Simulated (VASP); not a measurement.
# Hf (P6_3/mmc) in VASP: a series of runs

Hf is run at these levels: PBEsol; tasks: single point.

Program: VASP 6.6.1. These are calculated values, not measurements. Logs are shortened: lines on timing, memory, paths and dates and some standing lists are left out, and cuts for length are marked.

### 1 The cell of the first run

The structure is hexagonal, space group P6_3/mmc (No. 194). The conventional cell has a = 2.923 Å, b = 2.923 Å, c = 5.746 Å, α = 90.00°, β = 90.00°, γ = 120.00°. Hf (site symmetry -6m2) has 12 Hf at 2.92 to 3.33 Å within 3.9 Å.

### 2 Single point, PBEsol

INCAR reads:

```
SYSTEM = Hf
  ALGO = Fast
  EDIFF = 1E-6
  ENCUT = 520
  GGA = PS
  ISIF = 2
  ISMEAR = 0
  LASPH = .True.
  LCHARG = .False.
  LREAL = .False.
  LWAVE = .False.
  NBANDS = 17
  NELM = 60
  PREC = Accurate
  SIGMA = 0.15
```

KPOINTS reads:

```
k-points
0
Gamma
  18 18 10
  0 0 0
```

POSCAR reads:

```
Hf
1.0
    2.9232487641      0.0000000000      0.0000000000
   -1.4616243821      2.5316076913      0.0000000000
    0.0000000000      0.0000000000      5.7456581652
Hf
2
Direct
    0.3333333333      0.6666666667      0.2500000000
    0.6666666667      0.3333333333      0.7500000000
```

Potentials or basis: VASP PAW PBE potentials, release 64 (Hf_pv).

Run with:

```sh
$ cat potpaw_PBE.64/Hf_pv/POTCAR > POTCAR
$ mpirun -np 1 vasp_std > vasp.out
```

OUTCAR:

```text
SYSTEM = Hf
   EDIFF = 1E-6
   ENCUT = 520
   GGA = PS
   ISIF = 2
   ISMEAR = 0
   LASPH = .True.
   LREAL = .False.
   NELM = 60
   PREC = Accurate

 ion  position               nearest neighbor table
   1  0.333  0.667  0.250-   2 3.33   2 3.33   2 3.33   2 3.33   2 3.33   2 3.33
   2  0.667  0.333  0.750-   1 3.33   1 3.33   1 3.33   1 3.33   1 3.33   1 3.33

  LATTYP: Found a hexagonal cell.
 ALAT       =     2.9232487641
 C/A-ratio  =     1.9655043511

  Lattice vectors:

 A1 = (   2.9232487641,   0.0000000000,   0.0000000000)
 A2 = (  -1.4616243821,   2.5316076913,   0.0000000000)
 A3 = (   0.0000000000,   0.0000000000,   5.7456581652)

Analysis of symmetry for initial positions (statically):
=====================================================================
 Subroutine PRICEL returns:
 Original cell was already a primitive cell.

 Routine SETGRP: Setting up the symmetry group for a
 hexagonal supercell.

 Subroutine GETGRP returns: Found 24 space group operations
 (whereof 12 operations were pure point group operations)
 out of a pool of 24 trial point group operations.

The static configuration has the point symmetry D_3d.
 The point group associated with its full space group is D_6h.

Analysis of symmetry for dynamics (positions and initial velocities):
=====================================================================
 Subroutine PRICEL returns:
 Original cell was already a primitive cell.

 Routine SETGRP: Setting up the symmetry group for a
 hexagonal supercell.

 Subroutine GETGRP returns: Found 24 space group operations
 (whereof 12 operations were pure point group operations)
 out of a pool of 24 trial point group operations.

The dynamic configuration has the point symmetry D_3d.
 The point group associated with its full space group is D_6h.

 Subroutine INISYM returns: Found 24 space group operations
 (whereof 12 operations are pure point group operations),
 and found     1 'primitive' translations

----------------------------------------------------------------------------------------

                                     Primitive cell

  volume of cell :      42.5209

  direct lattice vectors                    reciprocal lattice vectors
     2.923248764  0.000000000  0.000000000     0.342085153  0.197502955  0.000000000
    -1.461624382  2.531607691  0.000000000     0.000000000  0.395005910  0.000000000
     0.000000000  0.000000000  5.745658165     0.000000000  0.000000000  0.174044465

  length of vectors
     2.923248764  2.923248764  5.745658165     0.395005910  0.395005910  0.174044465

  position of ions in fractional coordinates (direct lattice)
     0.333333333  0.666666667  0.250000000
     0.666666667  0.333333333  0.750000000

  ion indices of the primitive-cell ions
   primitive index   ion index
                 1           1
                 2           2

----------------------------------------------------------------------------------------

 KPOINTS: k-points

Automatic generation of k-mesh.
 Grid dimensions read from file:
 generate k-points for:   18   18   10

 Generating k-lattice:

  Cartesian coordinates                     Fractional coordinates (reciprocal lattice)
     0.019004731  0.010972386  0.000000000     0.055555556 -0.000000000  0.000000000
     0.000000000  0.021944773  0.000000000     0.000000000  0.055555556  0.000000000
     0.000000000  0.000000000  0.017404446     0.000000000  0.000000000  0.100000000

  Length of vectors
     0.021944773  0.021944773  0.017404446

  Shift w.r.t. Gamma in fractional coordinates (k-lattice)
     0.000000000  0.000000000  0.000000000

 Subroutine IBZKPT returns following result:
 ===========================================

 Found    222 irreducible k-points:

 Following reciprocal coordinates:
            Coordinates               Weight
  0.000000  0.000000  0.000000      1.000000
  0.055556 -0.000000  0.000000      6.000000
  0.111111 -0.000000  0.000000      6.000000
  0.166667  0.000000  0.000000      6.000000
  0.222222  0.000000  0.000000      6.000000
  0.277778  0.000000  0.000000      6.000000
[... 16 lines left out ...]
  0.333333  0.111111  0.000000     12.000000
  0.388889  0.111111  0.000000     12.000000
 [... further k-points ...]
   k-points           NKPTS =    222   k-points in BZ     NKDIM =    222   number of bands    NBANDS=     17
   number of dos      NEDOS =    301   number of ions     NIONS =      2
   total plane-waves  NPLWV =  27648
   dimension x,y,z NGX =    24 NGY =   24 NGZ =   48
   dimension x,y,z NGXF=    48 NGYF=   48 NGZF=   96
   ions per type =               2
   NGX,Y,Z   is equivalent  to a cutoff of  13.65, 13.65, 13.89 a.u.
   NGXF,Y,Z  is equivalent  to a cutoff of  27.30, 27.30, 27.78 a.u.
 SYSTEM =  Hf
   PREC   = accura    normal or accurate (medium, high low for compatibility)
   ISTART =      0    job   : 0-new  1-cont  2-samecut
   ICHARG =      2    charge: 1-file 2-atom 10-const
   ISPIN  =      1    spin polarized calculation?
   LNONCOLLINEAR =      F non collinear calculations
   LSORBIT =      F    spin-orbit coupling
   LASPH  =      T    aspherical Exc in radial PAW
   ENCUT  =  520.0 eV  38.22 Ry    6.18 a.u.   5.44  5.44 10.68*2*pi/ulx,y,z
   NELM   =     60;   NELMIN=  2; NELMDL= -5     # of ELM steps
   EDIFF  = 0.1E-05   stopping-criterion for ELM
   LREAL  =      F    real-space projection
   EDIFFG = 0.1E-04   stopping-criterion for IOM
   NSW    =      0    number of steps for IOM
   IBRION =     -1    ionic relax: 0-MD 1-quasi-New 2-CG
   NFREE  =      0    steps in history (QN), initial steepest desc. (CG)
   ISIF   =      2    stress and relaxation
   ISYM   =      2    0-nonsym 1-usesym 2-fastsym
   POTIM  = 0.5000    time-step for ionic-motion
   TEBEG  =    0.0;   TEEND  =   0.0 temperature during run
   PSTRESS=    0.0 pullay stress
   NELECT =      20.0000    total number of electrons
   NUPDOWN=      -1.0000    fix difference up-down
   EMIN   =  10.00;   EMAX   =-10.00  energy-range for DOS
   EFERMI =   0.00;   METHOD = LEGACY
   ISMEAR =     0;   SIGMA  =   0.15  broadening in eV -4-tet -1-fermi 0-gaus
   EFERMI_NEDOS =   21; number of points for ismear=-14 and -15
   IALGO  =     68    algorithm
   IMIX   =      4    mixing-type and parameters
     AMIX     =   0.40;   BMIX     =  1.00
     AMIX_MAG =   1.60;   BMIX_MAG =  1.00
  volume/ion in A,a.u.               =      21.26       143.47
  Fermi-wavevector in a.u.,A,eV,Ry     =   1.273163  2.405930 22.054299  1.620945
  Thomas-Fermi vector in A             =   2.406002
   LORBIT       =      0    0 simple, 1 ext, 2 COOP (PROOUT), +10 PAW based schemes
   GGA     = PS    functional components
   LHFCALC =     F    Hartree Fock is set to
   AEXX    =    0.0000 exact exchange contribution
   IVDW    =     0    specifies the selected vdW correction
   LEPSILON=     F    determine dielectric tensor
   LRPA    =     F    only Hartree local field effects (RPA)
 non-spin polarized calculation
 RMM-DIIS sequential band-by-band and
 Gauss-broadening in eV      SIGMA  =   0.15
  energy-cutoff  :      520.00
  volume of cell :       42.52
 maximum number of plane-waves:      1180
 NGX is ok and might be reduce to    24
   NGX = 11   NGY = 11   NGZ = 21

 number of electron      20.0000002 magnetization

 Free energy of the ion-electron system (eV)
  ---------------------------------------------------
  ext. energy  EPLUGINS =         0.00000000
  ---------------------------------------------------
  free energy    TOTEN  =       -20.60257320 eV

  energy without entropy =      -20.58081792  energy(sigma->0) =      -20.59169556

 E-fermi :   4.9017     XC(G=0): -11.5918

 val. band max:        4.9016631980   @ k =   0.2222   0.0000   0.0000
 cond. band min:       4.9019002744   @ k =   0.2222   0.0000   0.1000
 fundamental gap:      0.0002370763
 Fermi energy:         4.9017471053

 k-point     1 :       0.0000    0.0000    0.0000
  band No.  band energies     occupation
      1     -25.6059      2.00000
      2     -25.0285      2.00000
      3     -24.6812      2.00000
      4     -24.6812      2.00000
      5     -24.6404      2.00000
      6     -24.6404      2.00000
[... 9 lines left out ...]
     16       9.6915      0.00000
     17      11.1944      0.00000

 k-point     2 :       0.0556   -0.0000    0.0000
  band No.  band energies     occupation
      1     -25.5959      2.00000
      2     -25.0263      2.00000
      3     -24.7233      2.00000
      4     -24.6913      2.00000
      5     -24.6832      2.00000
      6     -24.6488      2.00000
[... 9 lines left out ...]
     16       9.5789      0.00000
     17      11.2330      0.00000

 k-point     3 :       0.1111   -0.0000    0.0000
  band No.  band energies     occupation
      1     -25.5670      2.00000
      2     -25.0206      2.00000
      3     -24.8435      2.00000
      4     -24.8044      2.00000
      5     -24.7203      2.00000
      6     -24.6730      2.00000
[... 9 lines left out ...]
     16       9.2950      0.00000
     17      11.3582      0.00000

 k-point     4 :       0.1667    0.0000    0.0000
  band No.  band energies     occupation
      1     -25.5215      2.00000
      2     -25.0248      2.00000
      3     -25.0128      2.00000
      4     -24.9847      2.00000
      5     -24.7640      2.00000
      6     -24.7103      2.00000
[... 9 lines left out ...]
     16       8.9312      0.00000
     17      11.3187      0.00000
[... 343 lines left out ...]
      1     -25.6632      2.00000
      2     -25.6156      2.00000
      3     -25.3112      2.00000
      4     -25.0018      2.00000
      5     -24.9981      2.00000
      6     -24.9336      2.00000
[... 9 lines left out ...]
     16      10.4750      0.00000
     17      11.5560      0.00000

 k-point    23 :       0.3333    0.1111    0.0000
  band No.  band energies     occupation
      1     -25.8078      2.00000
      2     -25.7493      2.00000
      3     -25.2512      2.00000
      4     -25.0522      2.00000
      5     -25.0102      2.00000
      6     -24.9808      2.00000
[... 9 lines left out ...]
     16      10.7233      0.00000
     17      12.6828      0.00000

 k-point    24 :       0.3889    0.1111    0.0000
  band No.  band energies     occupation
      1     -25.9005      2.00000
      2     -25.8354      2.00000
      3     -25.2053      2.00000
      4     -25.0873      2.00000
      5     -25.0222      2.00000
      6     -25.0114      2.00000
[... 9 lines left out ...]
     16      10.9761      0.00000
     17      13.5434      0.00000

 [... further k-points ...]
[... 5 lines left out ...]
  --------------------------------------------------------------------------------------
  -------------------------------------------------------------------------------------
  Total        1.9764141      1.9764141     -2.5634165     -0.0000000      0.0000000      0.0000000
  in kB       74.4708927     74.4708927    -96.5890271     -0.0000000      0.0000000      0.0000000
  external PRESSURE =      17.4509195 kB  Pullay stress =       0.0000000 kB

 VOLUME and BASIS-vectors are now :
 -----------------------------------------------------------------------------
  energy-cutoff  :      520.00
  volume of cell :       42.52
      direct lattice vectors                 reciprocal lattice vectors
     2.923248764  0.000000000  0.000000000     0.342085153  0.197502955  0.000000000
    -1.461624382  2.531607691  0.000000000     0.000000000  0.395005910  0.000000000
     0.000000000  0.000000000  5.745658165     0.000000000  0.000000000  0.174044465

 POSITION                                       TOTAL-FORCE (eV/Angst)
 -----------------------------------------------------------------------------------
     -0.00000      1.68774      1.43641        -0.000000      0.000000     -0.000000
      1.46162      0.84387      4.30924         0.000000     -0.000000      0.000000
 -----------------------------------------------------------------------------------
    total drift:                               -0.000000      0.000000     -0.000000

  FREE ENERGIE OF THE ION-ELECTRON SYSTEM (eV)
  ---------------------------------------------------
  free  energy   TOTEN  =       -20.6025732011 eV

  energy  without entropy=      -20.5808179153  energy(sigma->0) =      -20.59169556
```

It took 2.2 min on 1 thread of Intel Xeon Platinum 8375C at 2.90GHz (Ice Lake), shared host; peak memory 0.26 GiB.

What came out:

* Free energy: -20.6026 eV
* Pressure: 1.7 GPa
* Band gap on the k mesh: zero (band 10 reaches 4.95 eV, above the bottom of band 11 at 4.80 eV)

Levels at points of the mesh, in eV from the Fermi level:
```tsv
k point	band 6	band 7	band 8	band 9	band 10	band 11	band 12	band 13	band 14	band 15
(0.00, 0.00, 0.00)	-29.54	-7.32	-4.37	-0.51	-0.39	1.75	1.75	2.12	2.12	4.79
(0.50, 0.00, 0.00)	-29.82	-3.22	-2.96	-2.45	-0.06	0.45	0.99	2.60	6.12	6.69
(0.00, 0.00, 0.50)	-29.56	-5.86	-5.86	-0.81	-0.81	1.85	1.85	1.85	1.85	5.69
(0.50, 0.00, 0.50)	-29.86	-3.40	-3.40	-1.55	-1.55	1.96	1.96	3.95	3.95	5.56
```

Caveat: the cell differs from its parent crystal (strain +e along x and -e along y +0.0000, strain +e along z and -e/2 along x and y +0.1500); the PAW data sets were made with another functional, which shifts forces and pressure a little; spin-orbit coupling is left out, which moves the levels of the heavy elements.

(Continued in part 2 of 2.)
